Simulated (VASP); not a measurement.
# CoO (P6_3mc) in VASP: a series of runs, part 2 of 2

VASP 6.6.1. The steps go on from the part before.

## 3. Single point, PBE, collinear spin, antiferromagnetic start (uniaxial strain along c: +3.0 %)

INCAR reads:

```
ALGO = Normal
EDIFF = 1E-7
ENCUT = 520
GGA = PE
ISIF = 2
ISMEAR = 0
ISPIN = 2
LASPH = T
LCHARG = F
LMAXMIX = 4
LORBIT = 11
LREAL = F
LWAVE = F
MAGMOM = -2.32 2.32 0.17 -0.17
NBANDS = 27
NELM = 150
PREC = Accurate
SIGMA = 0.01
```

KPOINTS reads:

```
k-points
0
Gamma
  12 12 8
```

POSCAR reads:

```
CoO
1.0
    3.1436309798      0.0000000000      0.0000000000
   -1.5718154899      2.7224642886      0.0000000000
    0.0000000000      0.0000000000      5.4471571029
Co O
2 2
Direct
    0.0000000111     -0.0000000111      0.0094221480
    0.3333333228      0.6666666772      0.5094221676
   -0.0000000016      0.0000000016      0.3655783353
    0.3333333343      0.6666666657      0.8655783490
```

Potentials or basis: VASP PAW PBE potentials, release 64 (Co, O).

Command:

```
> cat potpaw_PBE.64/Co/POTCAR potpaw_PBE.64/O/POTCAR > POTCAR
> mpirun -np 1 vasp_std > vasp.out
```

OUTCAR:

```text
EDIFF = 1E-7
   ENCUT = 520
   GGA = PE
   ISIF = 2
   ISMEAR = 0
   ISPIN = 2
   LASPH = T
   LORBIT = 11
   LREAL = F
   NELM = 150
   PREC = Accurate

 ion  position               nearest neighbor table
   1  0.000  1.000  0.009-   3 1.94   4 1.98   4 1.98   4 1.98
   2  0.333  0.667  0.509-   4 1.94   3 1.98   3 1.98   3 1.98
   3  1.000  0.000  0.366-   1 1.94   2 1.98   2 1.98   2 1.98
   4  0.333  0.667  0.866-   2 1.94   1 1.98   1 1.98   1 1.98

  LATTYP: Found a hexagonal cell.
 ALAT       =     3.1436309798
 C/A-ratio  =     1.7327597094

  Lattice vectors:

 A1 = (   3.1436309798,   0.0000000000,   0.0000000000)
 A2 = (  -1.5718154899,   2.7224642886,   0.0000000000)
 A3 = (   0.0000000000,   0.0000000000,   5.4471571029)

Analysis of symmetry for initial positions (statically):
=====================================================================
 Subroutine PRICEL returns:
 Original cell was already a primitive cell.

 Routine SETGRP: Setting up the symmetry group for a
 hexagonal supercell.

 Subroutine GETGRP returns: Found 12 space group operations
 (whereof  6 operations were pure point group operations)
 out of a pool of 24 trial point group operations.

The static configuration has the point symmetry C_3v.
 The point group associated with its full space group is C_6v.

Analysis of symmetry for dynamics (positions and initial velocities):
=====================================================================
 Subroutine PRICEL returns:
 Original cell was already a primitive cell.

 Routine SETGRP: Setting up the symmetry group for a
 hexagonal supercell.

 Subroutine GETGRP returns: Found 12 space group operations
 (whereof  6 operations were pure point group operations)
 out of a pool of 24 trial point group operations.

The dynamic configuration has the point symmetry C_3v.
 The point group associated with its full space group is C_6v.

Analysis of structural, dynamic, and magnetic symmetry:
=====================================================================
 Subroutine PRICEL returns:
 Original cell was already a primitive cell.

 Routine SETGRP: Setting up the symmetry group for a
 hexagonal supercell.

 Subroutine GETGRP returns: Found 12 space group operations
 (whereof  6 operations were pure point group operations)
 out of a pool of 24 trial point group operations.

The overall configuration has the point symmetry C_3v.
 The point group associated with its full space group is C_6v.

 Subroutine INISYM returns: Found 12 space group operations
 (whereof  6 operations are pure point group operations),
 and found     1 'primitive' translations

----------------------------------------------------------------------------------------

                                     Primitive cell

  volume of cell :      46.6191

  direct lattice vectors                    reciprocal lattice vectors
     3.143630980  0.000000000  0.000000000     0.318103494  0.183657138  0.000000000
    -1.571815490  2.722464289  0.000000000     0.000000000  0.367314276  0.000000000
     0.000000000  0.000000000  5.447157103     0.000000000  0.000000000  0.183582001

  length of vectors
[... 85 lines left out ...]
   NELM   =    150;   NELMIN=  2; NELMDL= -5     # of ELM steps
   EDIFF  = 0.1E-06   stopping-criterion for ELM
   LREAL  =      F    real-space projection
   EDIFFG = 0.1E-05   stopping-criterion for IOM
   NSW    =      0    number of steps for IOM
   IBRION =     -1    ionic relax: 0-MD 1-quasi-New 2-CG
   NFREE  =      0    steps in history (QN), initial steepest desc. (CG)
   ISIF   =      2    stress and relaxation
   ISYM   =      2    0-nonsym 1-usesym 2-fastsym
   POTIM  = 0.5000    time-step for ionic-motion
   TEBEG  =    0.0;   TEEND  =   0.0 temperature during run
   PSTRESS=    0.0 pullay stress
   NELECT =      30.0000    total number of electrons
   NUPDOWN=      -1.0000    fix difference up-down
   EMIN   =  10.00;   EMAX   =-10.00  energy-range for DOS
   EFERMI =   0.00;   METHOD = LEGACY
   ISMEAR =     0;   SIGMA  =   0.01  broadening in eV -4-tet -1-fermi 0-gaus
   EFERMI_NEDOS =   21; number of points for ismear=-14 and -15
   IALGO  =     38    algorithm
   IMIX   =      4    mixing-type and parameters
     AMIX     =   0.40;   BMIX     =  1.00
     AMIX_MAG =   1.60;   BMIX_MAG =  1.00
  volume/ion in A,a.u.               =      11.65        78.65
  Fermi-wavevector in a.u.,A,eV,Ry     =   1.413386  2.670912 27.179803  1.997659
  Thomas-Fermi vector in A             =   2.535037
   LORBIT       =     11    0 simple, 1 ext, 2 COOP (PROOUT), +10 PAW based schemes
   GGA     = PE    functional components
   LHFCALC =     F    Hartree Fock is set to
   AEXX    =    0.0000 exact exchange contribution
   IVDW    =     0    specifies the selected vdW correction
   LEPSILON=     F    determine dielectric tensor
   LRPA    =     F    only Hartree local field effects (RPA)
 spin polarized calculation
 Gauss-broadening in eV      SIGMA  =   0.01
  energy-cutoff  :      520.00
  volume of cell :       46.62
 maximum number of plane-waves:      1275
 NGX is ok and might be reduce to    24
   NGX = 11   NGY = 11   NGZ = 21

 number of electron      30.0000000 magnetization      -0.0000000

 number of electron      29.9999996 magnetization       0.0000000

 Free energy of the ion-electron system (eV)
  ---------------------------------------------------
  ext. energy  EPLUGINS =         0.00000000
  ---------------------------------------------------
  free energy    TOTEN  =       -26.76144872 eV

  energy without entropy =      -26.76144872  energy(sigma->0) =      -26.76144872

 E-fermi :   6.0168     XC(G=0): -11.0806

 val. band max:        5.9262768974   @ k =   0.0000   0.0000   0.5000
 cond. band min:       6.1001692282   @ k =   0.5000  -0.0000   0.0000
 fundamental gap:      0.1738923309
 Fermi energy:         6.0168293810

 spin component 1

 k-point     1 :       0.0000    0.0000    0.0000
  band No.  band energies     occupation
      1     -13.8071      1.00000
      2     -13.1619      1.00000
      3      -0.9957      1.00000
      4       0.0717      1.00000
      5       0.3326      1.00000
      6       0.3326      1.00000
[... 709 lines left out ...]
     26      20.5915      0.00000
     27      21.3800      0.00000

 [... further k-points ...]

 spin component 2

 k-point     1 :       0.0000    0.0000    0.0000
  band No.  band energies     occupation
      1     -13.8071      1.00000
      2     -13.1619      1.00000
      3      -0.9957      1.00000
      4       0.0717      1.00000
      5       0.3326      1.00000
      6       0.3326      1.00000
[... 709 lines left out ...]
     26      20.6083      0.00000
     27      21.3876      0.00000

 [... further k-points ...]

------------------------ aborting loop because EDIFF is reached ----------------------------------------

  FORCE on cell =-STRESS in cart. coord.  units (eV):
  Direction    XX          YY          ZZ          XY          YZ          ZX
  --------------------------------------------------------------------------------------
  -------------------------------------------------------------------------------------
  Total       -0.1882865     -0.1882865     -2.0237990      0.0000000      0.0000000      0.0000000
  in kB       -6.4709209     -6.4709209    -69.5527508      0.0000000      0.0000000      0.0000000
  external PRESSURE =     -27.4981975 kB  Pullay stress =       0.0000000 kB

 VOLUME and BASIS-vectors are now :
 -----------------------------------------------------------------------------
  energy-cutoff  :      520.00
  volume of cell :       46.62
      direct lattice vectors                 reciprocal lattice vectors
     3.143630980  0.000000000  0.000000000     0.318103494  0.183657138  0.000000000
    -1.571815490  2.722464289  0.000000000     0.000000000  0.367314276  0.000000000
     0.000000000  0.000000000  5.447157103     0.000000000  0.000000000  0.183582001

 POSITION                                       TOTAL-FORCE (eV/Angst)
 -----------------------------------------------------------------------------------
     -1.57182      2.72246      0.05132        -0.000000      0.000000      0.054753
     -0.00000      1.81498      2.77490         0.000000     -0.000000      0.054753
      3.14363      0.00000      1.99136         0.000000      0.000000     -0.054753
      0.00000      1.81498      4.71494        -0.000000     -0.000000     -0.054753
 -----------------------------------------------------------------------------------
    total drift:                                0.000065     -0.000038      0.000849

  FREE ENERGIE OF THE ION-ELECTRON SYSTEM (eV)
  ---------------------------------------------------
  free  energy   TOTEN  =       -26.7614487229 eV

  energy  without entropy=      -26.7614487229  energy(sigma->0) =      -26.76144872

 total charge

# of ion       s       p       d       tot
------------------------------------------
    1        0.340   0.419   7.207   7.967
    2        0.340   0.419   7.207   7.967
    3        1.552   3.430   0.000   4.983
    4        1.552   3.430   0.000   4.983
--------------------------------------------------
tot          3.785   7.699  14.415  25.899

 magnetization (x)

# of ion       s       p       d       tot
------------------------------------------
    1       -0.007  -0.040  -2.248  -2.295
    2        0.007   0.040   2.248   2.295
    3        0.011   0.155   0.000   0.166
    4       -0.011  -0.155   0.000  -0.166
--------------------------------------------------
tot          0.000   0.000   0.000   0.000
```

Run time: 8.7 min. Hardware: 1 thread of Oxide Virtual Turin-like, shared host; peak memory 0.26 GiB.

Results:

```yaml
Free_energy: -26.7614 eV
Pressure: -2.7 GPa
Largest_force: 0.055 eV/Å
Band_gap_on_the_k_mesh: 0.17 eV (least direct gap 0.26 eV)
Net_moment: 0.00 μB per cell
Site_moments: Co -2.29, +2.29; O +0.17, -0.17 μB
Valence_electrons_inside_the_program's_atomic_spheres: Co 7.97; O 4.98
```

Forces on the atoms (eV/Å):
```
Co   0.000  0.000  0.055
Co   0.000  0.000  0.055
O    0.000  0.000 -0.055
O    0.000  0.000 -0.055
```

Stress tensor (GPa, compression positive):
```
-0.65  0.00  0.00
 0.00 -0.65  0.00
 0.00  0.00 -6.96
```

Levels at points of the mesh, in eV from the valence-band top:
Spin up:
```
           k point  band 12  band 13  band 14  band 15  band 16  band 17  band 18  band 19
(0.00, 0.00, 0.00)    -0.95    -0.95    -0.06    -0.06     0.26     1.76     2.11     2.11
(0.50, 0.00, 0.00)    -1.73    -1.28    -0.17    -0.08     0.17     0.85     1.53     5.89
(0.00, 0.00, 0.50)    -0.92    -0.92     0.00     0.00     0.86     1.99     1.99     2.66
(0.50, 0.00, 0.50)    -1.63    -1.11    -0.40    -0.16     0.33     0.96     1.40     5.48
```
Spin down:
| k point | band 11 | band 12 | band 13 | band 14 | band 15 | band 16 | band 17 | band 18 | band 19 | band 20 |
| --- | --- | --- | --- | --- | --- | --- | --- | --- | --- | --- |
| (0.00, 0.00, 0.00) | -1.77 | -0.95 | -0.95 | -0.06 | -0.06 | 0.26 | 1.76 | 2.11 | 2.11 | 5.80 |
| (0.50, 0.00, 0.00) | -1.80 | -1.73 | -1.28 | -0.17 | -0.08 | 0.17 | 0.85 | 1.53 | 5.89 | 6.29 |
| (0.00, 0.00, 0.50) | -1.48 | -0.92 | -0.92 | 0.00 | 0.00 | 0.86 | 1.99 | 1.99 | 2.66 | 3.16 |
| (0.50, 0.00, 0.50) | -1.82 | -1.63 | -1.11 | -0.40 | -0.16 | 0.33 | 0.96 | 1.40 | 5.48 | 5.93 |

Caveat: the cell differs from its parent crystal (uniaxial strain along c: +3.0 %); the stress differs along the axes, from -7 to -1 GPa.
